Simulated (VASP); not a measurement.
# NaCl (Fm-3m) in VASP: further runs

Runs on NaCl. Level: PBEsol. Tasks: single point, relaxation of cell and atoms.

All numbers are computed with VASP 6.6.1; they aren't measurements. Logs are shortened: lines on timing, memory, paths and dates and some standing lists are left out, and cuts for length are marked.

## (1) The cell of the first run

The structure is cubic, space group Fm-3m (No. 225). Conventional cell: a = 5.598 Å, b = 5.598 Å, c = 5.598 Å, α = 90.00°, β = 90.00°, γ = 90.00°. Na (site symmetry m-3m) has 6 Cl at 2.80 Å within 3.7 Å. Within 3.7 Å of Cl (site symmetry m-3m) lie 6 Na at 2.80 Å.

## (2) Single point, PBEsol

The input, INCAR:

```
SYSTEM = NaCl
ALGO = Normal ; EDIFF = 1E-7
ENCUT = 520 ; GGA = PS
ISIF = 2 ; ISMEAR = 0
LASPH = .True. ; LCHARG = .False.
LREAL = .False. ; LWAVE = .False.
NBANDS = 14 ; NELM = 100
PREC = Accurate ; SIGMA = 0.02
```

The input, KPOINTS:

```
k-points
0
Gamma
  8 8 8
  0 0 0
```

The input, POSCAR:

```
NaCl
1.0
    0.0000000000      2.7992469113      2.7992469113
    2.7992469113      0.0000000000      2.7992469113
    2.7992469113      2.7992469113      0.0000000000
Na Cl
1 1
Direct
    0.0000000000      0.0000000000      0.0000000000
    0.5000000000      0.5000000000      0.5000000000
```

Potentials or basis: VASP PAW PBE potentials, release 64 (Na_pv, Cl).

On the command line:

```console
cat potpaw_PBE.64/Na_pv/POTCAR potpaw_PBE.64/Cl/POTCAR > POTCAR
mpirun -np 1 vasp_std > vasp.out
```

OUTCAR:

```text
SYSTEM = NaCl
   EDIFF = 1E-7
   ENCUT = 520
   GGA = PS
   ISIF = 2
   ISMEAR = 0
   LASPH = .True.
   LREAL = .False.
   NELM = 100
   PREC = Accurate

 ion  position               nearest neighbor table
   1  0.000  0.000  0.000-
   2  0.500  0.500  0.500-

  LATTYP: Found a face centered cubic cell.
 ALAT       =     5.5984938226

  Lattice vectors:

 A1 = (   0.0000000000,   2.7992469113,   2.7992469113)
 A2 = (   2.7992469113,   0.0000000000,   2.7992469113)
 A3 = (   2.7992469113,   2.7992469113,   0.0000000000)

Analysis of symmetry for initial positions (statically):
=====================================================================
 Subroutine PRICEL returns:
 Original cell was already a primitive cell.

 Routine SETGRP: Setting up the symmetry group for a
 face centered cubic supercell.

 Subroutine GETGRP returns: Found 48 space group operations
 (whereof 48 operations were pure point group operations)
 out of a pool of 48 trial point group operations.

The static configuration has the point symmetry O_h .

Analysis of symmetry for dynamics (positions and initial velocities):
=====================================================================
 Subroutine PRICEL returns:
 Original cell was already a primitive cell.

 Routine SETGRP: Setting up the symmetry group for a
 face centered cubic supercell.

 Subroutine GETGRP returns: Found 48 space group operations
 (whereof 48 operations were pure point group operations)
 out of a pool of 48 trial point group operations.

The dynamic configuration has the point symmetry O_h .

 Subroutine INISYM returns: Found 48 space group operations
 (whereof 48 operations are pure point group operations),
 and found     1 'primitive' translations

----------------------------------------------------------------------------------------

                                     Primitive cell

  volume of cell :      43.8686

  direct lattice vectors                    reciprocal lattice vectors
     0.000000000  2.799246911  2.799246911    -0.178619470  0.178619470  0.178619470
     2.799246911  0.000000000  2.799246911     0.178619470 -0.178619470  0.178619470
     2.799246911  2.799246911  0.000000000     0.178619470  0.178619470 -0.178619470

  length of vectors
     3.958732946  3.958732946  3.958732946     0.309377997  0.309377997  0.309377997

[... 88 lines left out ...]
   POTIM  = 0.5000    time-step for ionic-motion
   TEBEG  =    0.0;   TEEND  =   0.0 temperature during run
   PSTRESS=    0.0 pullay stress
   NELECT =      14.0000    total number of electrons
   NUPDOWN=      -1.0000    fix difference up-down
   EMIN   =  10.00;   EMAX   =-10.00  energy-range for DOS
   EFERMI =   0.00;   METHOD = LEGACY
   ISMEAR =     0;   SIGMA  =   0.02  broadening in eV -4-tet -1-fermi 0-gaus
   EFERMI_NEDOS =   21; number of points for ismear=-14 and -15
   IALGO  =     38    algorithm
   IMIX   =      4    mixing-type and parameters
     AMIX     =   0.40;   BMIX     =  1.00
     AMIX_MAG =   1.60;   BMIX_MAG =  1.00
  volume/ion in A,a.u.               =      21.93       148.02
  Fermi-wavevector in a.u.,A,eV,Ry     =   1.118750  2.114131 17.029067  1.251601
  Thomas-Fermi vector in A             =   2.255383
   LORBIT       =      0    0 simple, 1 ext, 2 COOP (PROOUT), +10 PAW based schemes
   GGA     = PS    functional components
   LHFCALC =     F    Hartree Fock is set to
   AEXX    =    0.0000 exact exchange contribution
   IVDW    =     0    specifies the selected vdW correction
   LEPSILON=     F    determine dielectric tensor
   LRPA    =     F    only Hartree local field effects (RPA)
 non-spin polarized calculation
 Gauss-broadening in eV      SIGMA  =   0.02
  energy-cutoff  :      520.00
  volume of cell :       43.87
 maximum number of plane-waves:      1243
 NGX is ok and might be reduce to    30
   NGX = 15   NGY = 15   NGZ = 15

 number of electron      14.0000005 magnetization

 Free energy of the ion-electron system (eV)
  ---------------------------------------------------
  ext. energy  EPLUGINS =         0.00000000
  ---------------------------------------------------
  free energy    TOTEN  =        -6.99823820 eV

  energy without entropy =       -6.99823820  energy(sigma->0) =       -6.99823820

 E-fermi :  -0.5375     XC(G=0):  -8.4314

 val. band max:       -0.6557099012   @ k =   0.0000   0.0000   0.0000
 cond. band min:       4.3583134851   @ k =   0.0000   0.0000   0.0000
 fundamental gap:      5.0140233863
 Fermi energy:        -0.5375416117

 k-point     1 :       0.0000    0.0000    0.0000
  band No.  band energies     occupation
      1     -21.2658      2.00000
      2     -21.2658      2.00000
      3     -21.2658      2.00000
      4     -13.3515      2.00000
      5      -0.6557      2.00000
      6      -0.6557      2.00000
      7      -0.6557      2.00000
      8       4.3583      0.00000
      9      10.3629      0.00000
     10      10.3629      0.00000
     11      10.3629      0.00000
     12      12.6128      0.00000
     13      12.6128      0.00000
     14      14.0231      0.00000
[... 377 lines left out ...]
      1     -21.2930      2.00000
      2     -21.2751      2.00000
      3     -21.2707      2.00000
      4     -12.9476      2.00000
      5      -2.4084      2.00000
      6      -1.4702      2.00000
      7      -1.0941      2.00000
      8       7.5463      0.00000
      9       8.8932      0.00000
     10       9.5307      0.00000
     11      11.0488      0.00000
     12      13.6809      0.00000
     13      14.9991      0.00000
     14      16.0780      0.00000

 [... further k-points ...]

------------------------ aborting loop because EDIFF is reached ----------------------------------------

  FORCE on cell =-STRESS in cart. coord.  units (eV):
  Direction    XX          YY          ZZ          XY          YZ          ZX
  --------------------------------------------------------------------------------------
  -------------------------------------------------------------------------------------
  Total        0.0187350      0.0187350      0.0187350     -0.0000000     -0.0000000     -0.0000000
  in kB        0.6842420      0.6842420      0.6842420     -0.0000000     -0.0000000     -0.0000000
  external PRESSURE =       0.6842420 kB  Pullay stress =       0.0000000 kB

 VOLUME and BASIS-vectors are now :
 -----------------------------------------------------------------------------
  energy-cutoff  :      520.00
  volume of cell :       43.87
      direct lattice vectors                 reciprocal lattice vectors
     0.000000000  2.799246911  2.799246911    -0.178619470  0.178619470  0.178619470
     2.799246911  0.000000000  2.799246911     0.178619470 -0.178619470  0.178619470
     2.799246911  2.799246911  0.000000000     0.178619470  0.178619470 -0.178619470

 POSITION                                       TOTAL-FORCE (eV/Angst)
 -----------------------------------------------------------------------------------
      0.00000      0.00000      0.00000        -0.000000     -0.000000     -0.000000
      2.79925      2.79925      2.79925         0.000000      0.000000      0.000000
 -----------------------------------------------------------------------------------
    total drift:                               -0.000000      0.000000      0.000000

  FREE ENERGIE OF THE ION-ELECTRON SYSTEM (eV)
  ---------------------------------------------------
  free  energy   TOTEN  =        -6.9982381969 eV

  energy  without entropy=       -6.9982381969  energy(sigma->0) =       -6.99823820
```

stdout:

```text
POSCAR found type information on POSCAR NaCl
 POSCAR found :  2 types and       2 ions
 scaLAPACK will be used
 -----------------------------------------------------------------------------
|                                                                             |
|                                                                             |
|     You enforced a specific xc type in the INCAR file but a different       |
|     I HOPE YOU KNOW WHAT YOU ARE DOING!                                     |
|                                                                             |
 -----------------------------------------------------------------------------

 LDA part: xc-table for (Slater+PW92), standard interpolation
 POSCAR, INCAR and KPOINTS ok, starting setup
 FFT: planning ... GRIDC
 FFT: planning ... GRID_SOFT
 FFT: planning ... GRID
 WAVECAR not read
 entering main loop
```

Wall time 38 s (1 thread of Intel Xeon 8259CL, shared host); peak memory 0.16 GiB.

Results:

```
Free energy            : -6.9982 eV
Pressure               : 0.1 GPa
Band gap on the k mesh : 5.01 eV
```

Levels at points of the mesh, in eV from the valence-band top:
```tsv
k point	band 3	band 4	band 5	band 6	band 7	band 8	band 9	band 10	band 11	band 12
(0.00, 0.00, 0.00)	-20.61	-12.70	0.00	0.00	0.00	5.01	11.02	11.02	11.02	13.27
(0.50, 0.00, 0.00)	-20.61	-12.33	-2.04	-0.28	-0.28	7.11	10.68	10.91	10.91	14.97
(0.50, 0.50, 0.00)	-20.62	-12.28	-1.76	-0.63	-0.63	7.50	7.87	11.28	14.81	14.81
```

Caveat: the PAW data sets were made with another functional, which shifts forces and pressure a little.

## (3) Relaxation of cell and atoms, PBEsol

This run uses another cell than the first one, of 23.08 Å³/atom.

The input, INCAR:

```
SYSTEM = NaCl
  ALGO = Normal
  EDIFF = 1E-6
  EDIFFG = -0.005
  ENCUT = 600
  GGA = PS
  IBRION = 2
  ISIF = 3
  ISMEAR = 0
  LASPH = .TRUE.
  LCHARG = .FALSE.
  LREAL = .FALSE.
  LWAVE = .FALSE.
  NELM = 80
  NSW = 70
  PREC = Accurate
  SIGMA = 0.02
```

The input, KPOINTS:

```
k-points
0
G
  8 8 8
  0 0 0
```

The input, POSCAR:

```
NaCl
1.0
    0.0000000000      2.8470933557      2.8470933557
    2.8470933557      0.0000000000      2.8470933557
    2.8470933557      2.8470933557      0.0000000000
Na Cl
1 1
Direct
    0.0000000000      0.0000000000      0.0000000000
    0.5000000000      0.5000000000      0.5000000000
```

Potentials or basis: VASP PAW PBE potentials, release 64 (Na_pv, Cl).

On the command line:

```console
cat potpaw_PBE.64/Na_pv/POTCAR potpaw_PBE.64/Cl/POTCAR > POTCAR
mpirun -np 1 vasp_std > vasp.out
```

Run time: 58 s. Hardware: 1 thread of Intel Xeon 8259CL, shared host; peak memory 0.18 GiB.

The run converged. Its results:

* Free energy: -6.9989 eV
* Relaxed volume: 22.02 Å³/atom
* Relaxed cell: a = 3.964 Å, b = 3.964 Å, c = 3.964 Å, α = 60.00°, β = 60.00°, γ = 60.00°
* Space group after relaxing (to 0.1 Å): Fm-3m (No. 225)
* Energy gained by relaxing: 3.8 meV/atom
* Ionic steps: 4
* Pressure after relaxing: 0.0 GPa
* Band gap on the k mesh: 5.00 eV

Step by step:
```
step  energy change (eV)  largest force (eV/Å)  pressure (GPa)  volume (Å³)
   1              0.0000                0.0000           -1.09        46.16
   2             -0.0056                0.0000           -0.58        45.11
   3             -0.0075                0.0000           -0.14        44.29
   4             -0.0077                0.0000            0.03        44.04
```

Final structure:
```
Na Cl
1.0
     0.00000    2.80293    2.80293
     2.80293    0.00000    2.80293
     2.80293    2.80293    0.00000
Na Cl
1 1
Direct
  0.00000 0.00000 0.00000
  0.50000 0.50000 0.50000
```

Levels at points of the mesh, in eV from the valence-band top:
```tsv
k point	band 4	band 5	band 6	band 7	band 8	band 9	band 10	band 11
(0.00, 0.00, 0.00)	-12.69	0.00	0.00	0.00	5.00	11.02	11.02	11.02
(0.50, 0.00, 0.00)	-12.32	-2.03	-0.28	-0.28	7.11	10.64	10.91	10.91
(0.50, 0.50, 0.00)	-12.27	-1.75	-0.63	-0.63	7.49	7.87	11.26	14.78
```

Caveat: the PAW data sets were made with another functional, which shifts forces and pressure a little.
